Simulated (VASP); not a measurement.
Crystal: SrCl2.

```
CELL_PARAMETERS angstrom
2.45672 1.41839 4.01532
-2.45672 1.41839 4.01532
0.00000 -2.83678 4.01532
ATOMIC_POSITIONS crystal
Sr 0.00000 0.00000 0.00000
Cl 0.24995 0.24995 0.24995
Cl 0.75005 0.75005 0.75005
```

Base run:

- Program: VASP 6.6.1
- Functional: r2SCAN
- Potentials or basis: VASP PAW PBE potentials, release 64 (Sr_sv, Cl)
- Cutoff: 520 eV
- k mesh: 4 × 4 × 4
- Occupations: gaussian, width 0.01 eV
- Spin: no spin polarisation

Its results: band gap on the k mesh 5.98 eV, direct; pressure 0.8 GPa.

The run is repeated on the same cell with these changes: functional from r2SCAN to PBE. What comes out?

Band gap on the k mesh 5.38 eV, indirect (least direct gap 5.50 eV); pressure 1.5 GPa.

r2SCAN gives the wider gap, since meta-GGAs in the generalised Kohn-Sham scheme recover part of the derivative discontinuity.

Caveats: the PAW data sets were made with another functional, which shifts forces and pressure a little (some runs).

A k mesh can miss the band edges.
